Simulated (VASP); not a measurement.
Crystal: Ge.

```
Ge
1.0
    -2.57449    2.57449    1.39741
     2.57449   -2.57449    1.39741
     2.57449    2.57449   -1.39741
Ge
2
Direct
  0.50000 0.50000 0.00000
  0.25000 0.75000 0.50000
```

```yaml
Program: VASP 6.6.1
Task: relaxation of cell and atoms
Functional: BLYP
Potentials_or_basis: VASP PAW PBE potentials, release 64 (Ge_d)
Cutoff: 600 eV
k_mesh: 11 × 11 × 11
Occupations: fermi-dirac, width 0.05 eV
Spin: no spin polarisation
```

At the start: pressure 9.8 GPa; volume 18.52 Å³/atom.

Problem. How do energy, volume and symmetry change on relaxing?

Solution. Over 10 steps the energy falls by 75.2 meV/atom and the volume is 21.33 Å³/atom (+15.1 %); space group I4_1/amd (No. 141, to 0.1 Å) before and after.

The path:
```tsv
step	energy change (eV)	largest force (eV/Å)	pressure (GPa)	volume (Å³)
1	0.0000	0.0000	9.78	37.05
2	-0.1482	0.0000	-0.92	43.45
3	-0.1504	0.0000	-0.05	42.60
4	-0.1503	0.0000	0.19	42.49
5	-0.1503	0.0000	0.24	42.49
6	-0.1503	0.0000	0.23	42.50
7	-0.1503	0.0000	0.14	42.53
8	-0.1504	0.0000	0.12	42.55
9	-0.1504	0.0000	0.06	42.58
10	-0.1504	0.0000	0.01	42.65
```

Final structure:
```cif
data_structure
_symmetry_space_group_name_H-M 'P 1'
_symmetry_Int_Tables_number 1
_cell_length_a 4.0851
_cell_length_b 4.0851
_cell_length_c 4.0851
_cell_angle_alpha 97.412
_cell_angle_beta 97.412
_cell_angle_gamma 137.900
_cell_volume 42.65
loop_
_atom_site_label
_atom_site_type_symbol
_atom_site_fract_x
_atom_site_fract_y
_atom_site_fract_z
_atom_site_occupancy
Ge1 Ge 0.50000 0.50000 0.00000 1
Ge2 Ge 0.25000 0.75000 0.50000 1
```

Caveat: the volume moved by over 15 % at a fixed basis, so the end points are rough; the PAW data sets were made with another functional, which shifts forces and pressure a little.
